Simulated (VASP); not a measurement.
Runs of VASP 6.6.1 on HfN. The structure is that of space group P6_3/mmc (No. 194), or close to it. The cells are those of the table. 

```tsv
cell	gap on the mesh (eV)	pressure (GPa)
a = 3.081, b = 3.081, c = 5.391 Å, angles 90.0, 90.0, 120.0°, 4 atoms	none	6.8
a = 3.034, b = 3.034, c = 5.391 Å, angles 90.0, 90.0, 120.0°, 4 atoms	none	17.1
a = 3.034, b = 3.034, c = 5.553 Å, angles 90.0, 90.0, 120.0°, 4 atoms	none	(a)
a = 3.034, b = 3.034, c = 5.229 Å, angles 90.0, 90.0, 120.0°, 4 atoms	none	(b)
a = 3.081, b = 3.081, c = 5.229 Å, angles 90.0, 90.0, 120.0°, 4 atoms	none	17.2
```

Alike in all rows: task single point; level PBEsol; potentials or basis VASP PAW PBE potentials, release 64 (Hf_pv, N); no spin polarisation; k mesh 18 × 18 × 10; cutoff (eV) 520; smearing gaussian 0.15 eV.

**Question.** Estimate the missing entries.

**Answer.** (a) 7.2; (b) 28.8.

Caveats: the PAW data sets were made with another functional, which shifts forces and pressure a little; spin-orbit coupling is left out, which moves the levels of the heavy elements.

A k mesh can miss the band edges, and the runs leave out spin-orbit coupling on Hf.

A gap of «none» marks levels without a gap at the run's occupations.
